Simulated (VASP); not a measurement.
# Si9O16 (a cell with a defect) in VASP: a series of runs

The runs below take Si9O16 (a cell with a defect) through single point, with PBE+D3(BJ).

Program: VASP 6.6.1. These are calculated values, not measurements. Logs are shortened: lines on timing, memory, paths and dates and some standing lists are left out, and cuts for length are marked.

## (1) The cell of the first run

The cell holds a defect, 25 atoms: a = 5.804 Å, b = 5.804 Å, c = 5.283 Å, α = 90.00°, β = 90.00°, γ = 90.00°.

## (2) Single point, PBE+D3(BJ)

Contents of INCAR:

```
ALGO = Normal ; EDIFF = 1E-6
ENCUT = 520 ; GGA = PE
ISIF = 2 ; ISMEAR = -1
IVDW = 12 ; LASPH = T
LCHARG = F ; LREAL = Auto
LWAVE = F ; NBANDS = 84
NELM = 60 ; PREC = Accurate
SIGMA = 0.02
```

Contents of KPOINTS:

```
k-points
0
Gamma
  3 3 3
```

Contents of POSCAR:

```
Si9O16
1.0
   -4.1043000000     -4.1043000000      0.0000000000
    4.1043000000     -4.1043000000      0.0000000000
    0.0000000000      0.0000000000      5.2834000000
Si O
9 16
Direct
    0.4746524377      0.4740474624     -0.0190375516
   -0.0170172746      0.4837168336      0.2293426581
    0.4680067247      0.4909838462      0.5006594239
   -0.0219313890      0.5027739200      0.7423799069
    0.0406913481      0.0156515118     -0.0027419843
    0.5187365690      0.0230464391      0.2925506303
    0.0189422070      0.0209803133      0.5168870424
    0.5172223034     -0.0032264942      0.7634042473
    0.7485326365      0.7573136710      0.2243193777
    0.1731731355      0.5107495797     -0.0111570201
    0.0165915016      0.2061090807      0.2518489988
    0.7700779670      0.4217337914     -0.0492588106
    0.0393447116      0.8484678264      0.2661787864
    0.1710150330      0.5123758010      0.4909130484
    0.0479101187      0.2039028580      0.7547037892
    0.7741870721      0.4897863217      0.5121408563
    0.0056755110      0.8077864679      0.7523091191
    0.7331075945     -0.0011038423     -0.0167744256
    0.4633369880      0.6533001974      0.2257203695
    0.3330295056     -0.0076159150      0.0135471477
    0.4792052238      0.2952652097      0.2505706553
    0.7216586263      0.0748616086      0.5514695083
    0.4956096046      0.6918506201      0.7471993413
    0.3218451380     -0.0152245206      0.5160392929
    0.4471676047      0.2959522939      0.7407436499
```

Potentials or basis: VASP PAW PBE potentials, release 64 (Si, O).

Launch:

```bash
cat potpaw_PBE.64/Si/POTCAR potpaw_PBE.64/O/POTCAR > POTCAR
mpirun -np 1 vasp_std > vasp.out
```

OUTCAR:

```text
EDIFF = 1E-6
   ENCUT = 520
   GGA = PE
   ISIF = 2
   ISMEAR = -1
   IVDW = 12
   LASPH = T
   LREAL = Auto
   NELM = 60
   PREC = Accurate
 IVDW          = 12

 ion  position               nearest neighbor table
   1  0.475  0.474  0.981-  25 1.64  19 1.66  12 1.75  21 1.76  10 1.76  23 1.77   3 2.54   9 2.62
                             3 2.75   8 3.01   6 3.10   2 3.14
   2  0.983  0.484  0.229-  11 1.63  10 1.69  14 1.77  16 1.92  12 1.96   9 2.09  13 2.15   4 2.58
                             4 2.71   5 3.00   7 3.09   1 3.14
   3  0.468  0.491  0.501-  25 1.70  14 1.73  19 1.73  21 1.74  23 1.76  16 1.78   1 2.54   9 2.68
                             1 2.75   6 2.94   4 3.12
   4  0.978  0.503  0.742-  16 1.70  12 1.70  10 1.73  14 1.74  17 1.78  15 1.78   2 2.58   2 2.71
                             7 3.05   3 3.12
   5  0.041  0.016  0.997-  15 1.68  20 1.70  13 1.72  11 1.75  17 1.78  18 1.79   7 2.54   9 2.56
                             7 2.75   2 3.00   8 3.03
   6  0.519  0.023  0.293-  21 1.61  24 1.66  22 1.83  20 1.83  18 2.06   9 2.07  19 2.20   8 2.49
                             8 2.80   3 2.94   1 3.10   7 3.13   7 3.14
   7  0.019  0.021  0.517-  15 1.65  13 1.66  17 1.76  22 1.76  11 1.77  24 1.77   5 2.54   9 2.68
                             5 2.75   4 3.05   2 3.09   6 3.13   6 3.14
   8  0.517  0.997  0.763-  22 1.69  20 1.70  18 1.71  24 1.73  23 1.78  25 1.79   6 2.49   6 2.80
                             1 3.01   5 3.03   9 3.11
   9  0.749  0.757  0.224-  19 1.76  13 1.78  18 1.90   6 2.07   2 2.09  16 2.18  12 2.43  22 2.53
                             5 2.56   1 2.62   3 2.68   7 2.68   8 3.11
  10  0.173  0.511  0.989-   2 1.69   4 1.73   1 1.76
  11  0.017  0.206  0.252-   2 1.63   5 1.75   7 1.77
  12  0.770  0.422  0.951-   4 1.70   1 1.75   2 1.96   9 2.43
  13  0.039  0.848  0.266-   7 1.66   5 1.72   9 1.78   2 2.15
  14  0.171  0.512  0.491-   3 1.73   4 1.74   2 1.77
  15  0.048  0.204  0.755-   7 1.65   5 1.68   4 1.78
  16  0.774  0.490  0.512-   4 1.70   3 1.78   2 1.92   9 2.18
  17  0.006  0.808  0.752-   7 1.76   4 1.78   5 1.78
  18  0.733  0.999  0.983-   8 1.71   5 1.79   9 1.90   6 2.06
  19  0.463  0.653  0.226-   1 1.66   3 1.73   9 1.76   6 2.20
  20  0.333  0.992  0.014-   8 1.70   5 1.70   6 1.83
  21  0.479  0.295  0.251-   6 1.61   3 1.74   1 1.76
  22  0.722  0.075  0.551-   8 1.69   7 1.76   6 1.83   9 2.53
  23  0.496  0.692  0.747-   3 1.76   1 1.77   8 1.78
  24  0.322  0.985  0.516-   6 1.66   8 1.73   7 1.77
  25  0.447  0.296  0.741-   1 1.64   3 1.70   8 1.79

  LATTYP: Found a simple tetragonal cell.
 ALAT       =     5.8043567240
 C/A-ratio  =     0.9102472937

  Lattice vectors:

 A1 = (  -4.1043000000,  -4.1043000000,   0.0000000000)
 A2 = (   4.1043000000,  -4.1043000000,   0.0000000000)
 A3 = (   0.0000000000,   0.0000000000,   5.2834000000)

Analysis of symmetry for initial positions (statically):
=====================================================================
 Subroutine PRICEL returns:
 Original cell was already a primitive cell.

 Routine SETGRP: Setting up the symmetry group for a
 simple tetragonal supercell.

 Subroutine GETGRP returns: Found  1 space group operations
 (whereof  1 operations were pure point group operations)
 out of a pool of 16 trial point group operations.

The static configuration has the point symmetry C_1 .

Analysis of symmetry for dynamics (positions and initial velocities):
=====================================================================
 Subroutine PRICEL returns:
 Original cell was already a primitive cell.

 Routine SETGRP: Setting up the symmetry group for a
 simple tetragonal supercell.

 Subroutine GETGRP returns: Found  1 space group operations
 (whereof  1 operations were pure point group operations)
 out of a pool of 16 trial point group operations.

The dynamic configuration has the point symmetry C_1 .

 Subroutine INISYM returns: Found  1 space group operations
 (whereof  1 operations are pure point group operations),
 and found     1 'primitive' translations

----------------------------------------------------------------------------------------

                                     Primitive cell

  volume of cell :     178.0007

  direct lattice vectors                    reciprocal lattice vectors
    -4.104300000 -4.104300000  0.000000000    -0.121823453 -0.121823453  0.000000000
[... 69 lines left out ...]
 Generating k-lattice:

  Cartesian coordinates                     Fractional coordinates (reciprocal lattice)
    -0.040607818 -0.040607818  0.000000000     0.333333333  0.000000000  0.000000000
     0.040607818 -0.040607818  0.000000000     0.000000000  0.333333333  0.000000000
     0.000000000  0.000000000  0.063090687     0.000000000  0.000000000  0.333333333

  Length of vectors
     0.057428127  0.057428127  0.063090687

  Shift w.r.t. Gamma in fractional coordinates (k-lattice)
     0.000000000  0.000000000  0.000000000

 Subroutine IBZKPT returns following result:
 ===========================================

 Found     14 irreducible k-points:

 Following reciprocal coordinates:
            Coordinates               Weight
  0.000000  0.000000  0.000000      1.000000
  0.333333  0.000000  0.000000      2.000000
  0.000000  0.333333  0.000000      2.000000
  0.333333  0.333333  0.000000      2.000000
 -0.333333  0.333333  0.000000      2.000000
  0.000000  0.000000  0.333333      2.000000
  0.333333  0.000000  0.333333      2.000000
  0.000000  0.333333  0.333333      2.000000
 -0.333333  0.000000  0.333333      2.000000
  0.000000 -0.333333  0.333333      2.000000
  0.333333  0.333333  0.333333      2.000000
 -0.333333  0.333333  0.333333      2.000000
 -0.333333 -0.333333  0.333333      2.000000
  0.333333 -0.333333  0.333333      2.000000
   k-points           NKPTS =     14   k-points in BZ     NKDIM =     14   number of bands    NBANDS=     84
   number of dos      NEDOS =    301   number of ions     NIONS =     25
   total plane-waves  NPLWV =  92160
   dimension x,y,z NGX =    48 NGY =   48 NGZ =   40
   dimension x,y,z NGXF=    96 NGYF=   96 NGZF=   80
   ions per type =               9  16
   NGX,Y,Z   is equivalent  to a cutoff of  13.75, 13.75, 12.59 a.u.
   NGXF,Y,Z  is equivalent  to a cutoff of  27.50, 27.50, 25.17 a.u.
 SYSTEM =  unknown system
   PREC   = accura    normal or accurate (medium, high low for compatibility)
   ISTART =      0    job   : 0-new  1-cont  2-samecut
   ICHARG =      2    charge: 1-file 2-atom 10-const
   ISPIN  =      1    spin polarized calculation?
   LNONCOLLINEAR =      F non collinear calculations
   LSORBIT =      F    spin-orbit coupling
   LASPH  =      T    aspherical Exc in radial PAW
   ENCUT  =  520.0 eV  38.22 Ry    6.18 a.u.  10.79 10.79  9.82*2*pi/ulx,y,z
   NELM   =     60;   NELMIN=  2; NELMDL= -5     # of ELM steps
   EDIFF  = 0.1E-05   stopping-criterion for ELM
   LREAL  =      T    real-space projection
   EDIFFG = 0.1E-04   stopping-criterion for IOM
   NSW    =      0    number of steps for IOM
   IBRION =     -1    ionic relax: 0-MD 1-quasi-New 2-CG
   NFREE  =      0    steps in history (QN), initial steepest desc. (CG)
   ISIF   =      2    stress and relaxation
   ISYM   =      2    0-nonsym 1-usesym 2-fastsym
   POTIM  = 0.5000    time-step for ionic-motion
   TEBEG  =    0.0;   TEEND  =   0.0 temperature during run
   PSTRESS=    0.0 pullay stress
   NELECT =     132.0000    total number of electrons
   NUPDOWN=      -1.0000    fix difference up-down
   EMIN   =  10.00;   EMAX   =-10.00  energy-range for DOS
   EFERMI =   0.00;   METHOD = LEGACY
   ISMEAR =    -1;   SIGMA  =   0.02  broadening in eV -4-tet -1-fermi 0-gaus
   EFERMI_NEDOS =   21; number of points for ismear=-14 and -15
   IALGO  =     38    algorithm
   IMIX   =      4    mixing-type and parameters
     AMIX     =   0.40;   BMIX     =  1.00
     AMIX_MAG =   1.60;   BMIX_MAG =  1.00
  volume/ion in A,a.u.               =       7.12        48.05
  Fermi-wavevector in a.u.,A,eV,Ry     =   1.481809  2.800213 29.875103  2.195758
  Thomas-Fermi vector in A             =   2.595673
   LORBIT       =      0    0 simple, 1 ext, 2 COOP (PROOUT), +10 PAW based schemes
   GGA     = PE    functional components
   LHFCALC =     F    Hartree Fock is set to
   AEXX    =    0.0000 exact exchange contribution
   IVDW    =    12    specifies the selected vdW correction
   LEPSILON=     F    determine dielectric tensor
   LRPA    =     F    only Hartree local field effects (RPA)
 non-spin polarized calculation
  energy-cutoff  :      520.00
  volume of cell :      178.00
 maximum number of plane-waves:      4807
 NGX is ok and might be reduce to    48
   NGX = 21   NGY = 21   NGZ = 19

 number of electron     132.0000000 magnetization

 Free energy of the ion-electron system (eV)
  ---------------------------------------------------
  ext. energy  EPLUGINS =         0.00000000
  ---------------------------------------------------
  free energy    TOTEN  =      -172.53657507 eV

  energy without entropy =     -172.53657507  energy(sigma->0) =     -172.53657507

 E-fermi :  13.3451     XC(G=0): -12.8534

 val. band max:       12.8687473195   @ k =   0.0000  -0.3333   0.3333
 cond. band min:      15.7551313527   @ k =   0.3333   0.0000   0.0000
 fundamental gap:      2.8863840331
 Fermi energy:        13.3451202500

 k-point     1 :       0.0000    0.0000    0.0000
  band No.  band energies     occupation
      1     -13.5704      2.00000
      2     -11.9976      2.00000
      3     -11.1774      2.00000
      4     -11.0888      2.00000
      5     -10.4631      2.00000
      6     -10.3007      2.00000
[... 1123 lines left out ...]
     77      19.7389      0.00000
     78      19.9466      0.00000
 [bands above 78 left out]

------------------------ aborting loop because EDIFF is reached ----------------------------------------

 Edisp (eV)   -6.98866

 E8    (eV) :    -2.4336

  FORCE on cell =-STRESS in cart. coord.  units (eV):
  Direction    XX          YY          ZZ          XY          YZ          ZX
  --------------------------------------------------------------------------------------
  -------------------------------------------------------------------------------------
  Total      56.08024    76.45763    67.43052   -21.16982    -8.81329    10.58414
  in kB     504.77605   688.19216   606.93949  -190.54869   -79.32805    95.26743
  external pressure =      599.97 kB  Pullay stress =        0.00 kB

 VOLUME and BASIS-vectors are now :
 -----------------------------------------------------------------------------
  energy-cutoff  :      520.00
  volume of cell :      178.00
      direct lattice vectors                 reciprocal lattice vectors
    -4.104300000 -4.104300000  0.000000000    -0.121823453 -0.121823453  0.000000000
     4.104300000 -4.104300000  0.000000000     0.121823453 -0.121823453  0.000000000
     0.000000000  0.000000000  5.283400000     0.000000000  0.000000000  0.189272060

 POSITION                                       TOTAL-FORCE (eV/Angst)
 -----------------------------------------------------------------------------------
     -0.00248     -3.89375      5.18282         0.007125      0.030140      0.043078
     -2.04914     -6.01978      1.21171         0.212492      0.102952      0.023922
      0.09430     -3.93599      2.64518        -0.006834     -0.024130     -0.032022
     -1.95075     -6.07782      3.92229        -0.068239     -0.037644     -0.006107
     -0.10277     -0.23125      5.26891        -0.021581     -0.026761     -0.016149
     -2.03446     -2.22364      1.54566         0.149346      0.185546     -0.033343
[... 17 lines left out ...]
      2.72087     -5.36276      2.72644         0.039127      0.038630      0.080356
     -0.62063     -3.04999      3.91364        -0.062592      0.003100     -0.009706
 -----------------------------------------------------------------------------------
    total drift:                               -0.018491      0.001821     -0.001451

  FREE ENERGIE OF THE ION-ELECTRON SYSTEM (eV)
  ---------------------------------------------------
  free  energy   TOTEN  =      -179.5252323384 eV

  energy  without entropy=     -179.5252323384  energy(sigma->0) =     -179.52523234
```

Run time: 6.1 min. Hardware: 1 thread of Intel Xeon Platinum 8488C (Sapphire Rapids), shared host; peak memory 0.35 GiB.

Results:

```yaml
Free_energy: -179.5252 eV
Pressure: 60.0 GPa
Largest_force: 0.316 eV/Å
Band_gap_on_the_k_mesh: 2.89 eV
Dispersion_energy_per_atom: -0.280 eV
```

Forces on the atoms (eV/Å):
```
Si   0.007  0.030  0.043
Si   0.212  0.103  0.024
Si  -0.007 -0.024 -0.032
Si  -0.068 -0.038 -0.006
Si  -0.022 -0.027 -0.016
Si   0.149  0.186 -0.033
Si   0.012 -0.024  0.011
Si  -0.026 -0.009  0.003
Si   0.273 -0.136 -0.081
O    0.008 -0.013  0.054
O   -0.009  0.004  0.016
O   -0.079  0.050  0.047
O   -0.049 -0.014 -0.010
O    0.002  0.009 -0.054
O    0.015 -0.054  0.011
O   -0.104  0.028 -0.036
O   -0.057 -0.003  0.003
O   -0.135  0.015 -0.036
O    0.014 -0.028  0.009
O   -0.002 -0.027 -0.024
O    0.023 -0.017 -0.004
O   -0.099 -0.014  0.034
O   -0.034 -0.039  0.007
O    0.039  0.039  0.080
O   -0.063  0.003 -0.010
```

Stress tensor (GPa, compression positive):
```
 50.48 -19.05   9.53
-19.05  68.82  -7.93
  9.53  -7.93  60.69
```

## (3) Single point, PBE+D3(BJ)

Contents of INCAR:

```
ALGO = Normal
EDIFF = 1E-7
ENCUT = 520
GGA = PE
ISIF = 2
ISMEAR = -1
IVDW = 12
LASPH = T
LCHARG = F
LREAL = Auto
LWAVE = F
NBANDS = 84
NELM = 100
PREC = Accurate
SIGMA = 0.02
```

KPOINTS is that of step 2.

Contents of POSCAR:

```
Si9O16
1.0
   -4.1043000000     -4.1043000000      0.0000000000
    4.1043000000     -4.1043000000      0.0000000000
    0.0000000000      0.0000000000      5.2834000000
Si O
9 16
Direct
    0.4760950710      0.4753546281     -0.0153651058
    0.0400896621      0.4823285335      0.2364486883
    0.4637701922      0.4774117389      0.5100796835
   -0.0310295300      0.5065839485      0.7471340425
    0.0270649075      0.0145244012     -0.0043772949
    0.5359846990      0.0024803255      0.2539900443
    0.0285880662      0.0203111371      0.5109482530
    0.5157136418     -0.0068775431      0.7516828179
    0.7633585508      0.7007434885      0.2657033350
    0.1808968643      0.5089479327     -0.0251985464
    0.0223664206      0.2067552323      0.2492287164
    0.7620781863      0.4623381575     -0.0448296551
    0.0401131740      0.8462759789      0.2601364652
    0.1727056989      0.5077913408      0.5119536662
    0.0348681870      0.2063678337      0.7518705758
    0.7561048169      0.5028072997      0.5278150433
   -0.0001661672      0.8101461881      0.7522313283
    0.7211455059      0.0371155861     -0.0201245410
    0.4469389421      0.6443104793      0.2451285157
    0.3258614136     -0.0128450649      0.0033328917
    0.4806984139      0.2867523086      0.2497993716
    0.7240311381      0.0536678605      0.5272038839
    0.4838298857      0.6929788271      0.7505916645
    0.3280553322     -0.0139067563      0.5007767725
    0.4528864849      0.2888538849      0.7459092630
```

Potentials or basis: VASP PAW PBE potentials, release 64 (Si, O).

Launch:

```bash
cat potpaw_PBE.64/Si/POTCAR potpaw_PBE.64/O/POTCAR > POTCAR
mpirun -np 1 vasp_std > vasp.out
```

It took 7.3 min on 1 thread of Intel Xeon Platinum 8488C (Sapphire Rapids), shared host; peak memory 0.36 GiB.

It converged, with:

```
Free energy                : -179.3843 eV
Pressure                   : 62.2 GPa
Largest force              : 0.101 eV/Å
Band gap on the k mesh     : 2.40 eV
Dispersion energy per atom : -0.280 eV
```

Forces on the atoms (eV/Å):
```
Si   0.020  0.029  0.005
Si   0.099  0.012  0.014
Si   0.013  0.027  0.008
Si  -0.037 -0.029 -0.014
Si   0.000 -0.012  0.008
Si  -0.006  0.046 -0.006
Si  -0.004 -0.020 -0.011
Si   0.017  0.008  0.001
Si  -0.022 -0.004 -0.008
O   -0.033 -0.021 -0.012
O   -0.025  0.010  0.006
O    0.005  0.015 -0.002
O   -0.028 -0.002 -0.006
O   -0.022 -0.006  0.006
O    0.033 -0.018  0.005
O    0.008 -0.016  0.008
O   -0.003  0.011 -0.006
O   -0.014 -0.005  0.002
O    0.029 -0.006  0.001
O    0.001 -0.007  0.013
O    0.015 -0.012 -0.001
O   -0.014 -0.010 -0.001
O    0.007 -0.024  0.000
O    0.011 -0.001 -0.011
O   -0.048  0.035  0.002
```

Stress tensor (GPa, compression positive):
```
 48.13 -11.35   3.04
-11.35  73.40  -3.39
  3.04  -3.39  65.18
```

Levels at points of the mesh, in eV from the valence-band top:
```
           k point  band 63  band 64  band 65  band 66  band 67  band 68  band 69  band 70
(0.00, 0.00, 0.00)    -4.07    -3.35    -1.23    -0.64     2.68     2.86     3.53     3.96
```
